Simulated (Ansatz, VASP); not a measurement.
# AlN: VASP beside Ansatz

```
Al N
1.0
     0.00000    2.20139    2.20139
     2.20139    0.00000    2.20139
     2.20139    2.20139    0.00000
Al N
1 1
Direct
  0.25000 0.25000 0.25000
  0.50000 0.50000 0.50000
```

Change from the starting cell: the structure that the rattled cell fell into.

Alike in both runs: task single point; functional PBE; k mesh 6 × 6 × 6; occupations gaussian, width 0.1 eV; no spin polarisation.

|  | VASP | Ansatz |
| --- | --- | --- |
| version | VASP 6.6.1 | Ansatz 0.2.0 |
| potentials or method | VASP PAW PBE potentials, release 64 (Al, N), cutoff 520 eV | scalar-relativistic, plane waves, PAW |
| valence electrons in the cell | 8 | 8 |

Ansatz gave:

* gap on the k mesh at the Fermi level (eV): 3.31
* least direct gap on the mesh (eV): 3.98
* pressure (GPa): 0.0

Which values does VASP return?

gap on the k mesh at the Fermi level (eV): 3.30; least direct gap on the mesh (eV): 3.99; pressure (GPa): -0.2.
